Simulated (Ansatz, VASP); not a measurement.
## PbSe: VASP beside Ansatz

```xyz
4
Lattice="2.1549 -6.1339 0.0000 2.1549 6.1339 0.0000 0.0000 0.0000 4.4505" Properties=species:S:1:pos:R:3 pbc="T T T"
Pb    2.1549   -1.6164    3.6004
Pb    2.1549    1.6164    1.3751
Se    2.1549   -4.4323    3.3379
Se    2.1549    4.4323    1.1126
```

Change from the starting cell: all Pb atoms moved +0.263 Å, as atom 1 along Cartesian [0 0 1].

Alike in both runs: task single point; functional PBE; dispersion D3(BJ); k mesh 8 × 8 × 6; occupations gaussian, width 0.05 eV; no spin polarisation.

|  | VASP | Ansatz |
| --- | --- | --- |
| version | VASP 6.6.1 | Ansatz 0.2.0 |
| potentials or method | VASP PAW PBE potentials, release 64 (Pb_d, Se), cutoff 520 eV | scalar-relativistic, plane waves, PAW |
| valence electrons in the cell | 40 | 60 |

|  | VASP | Ansatz | Ansatz less VASP |
| --- | --- | --- | --- |
| gap on the k mesh at the Fermi level (eV) | 1.16 | 1.17 | +0.002 |
| least direct gap on the mesh (eV) | 1.38 | 1.38 | -0.004 |
| pressure (GPa) | 0.0 | -0.1 | -0.01 |
| traceless stress, the component that is largest in VASP (GPa) | -0.61 | -0.62 | -0.017 |
| rms of the force components (eV/Å) | 0.141 | 0.136 | -0.0046 |

Atom by atom the forces differ by 0.005 eV/Å (rms over components). VASP's potentials hold 40 valence electrons a cell and Ansatz's 60, so a difference there can come from the potentials and not from the codes.

Spin-orbit coupling is off throughout.
